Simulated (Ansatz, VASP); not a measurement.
## Si3N4: VASP beside Ansatz

```xyz
14
Lattice="7.6093 0.0000 0.0000 -3.8047 6.5898 0.0000 0.0000 0.0000 2.9079" Properties=species:S:1:pos:R:3 pbc="T T T"
Si   -1.5957    5.0597    0.7270
Si    2.4296    1.1480    2.1809
Si    0.2207    2.6781    0.7270
Si    5.4003    1.5302    2.1809
Si    1.3750    5.4419    0.7270
Si    3.5840    3.9117    2.1809
N     0.0000    4.3932    0.7270
N     3.8047    2.1966    2.1809
N     2.3551    0.2570    0.7270
N     0.9550    2.1681    2.1809
N     6.2092    1.9111    0.7270
N     1.4496    6.3328    2.1809
N     2.8497    4.4218    0.7270
N    -2.4045    4.6788    2.1809
```

Alike in both runs: task relaxation of cell and atoms; functional PBE; dispersion D3(BJ); k mesh 3 × 3 × 8; occupations gaussian, width 0.1 eV; no spin polarisation.

```csv
,VASP,Ansatz
version,VASP 6.6.1,Ansatz 0.2.0
potentials or method,"VASP PAW PBE potentials, release 64 (Si, N), cutoff 600 eV","scalar-relativistic, plane waves, PAW"
valence electrons in the cell,64,64
```

```csv
,VASP,Ansatz,Ansatz less VASP
"gap on the k mesh at the Fermi level, each at its own relaxed structure (eV)",4.33,4.33,-0.001
relaxed volume (Å³/atom),10.45,10.45,+0.008
relaxed cell length with the largest relative difference (Å),2.909,2.911,+0.0021
```
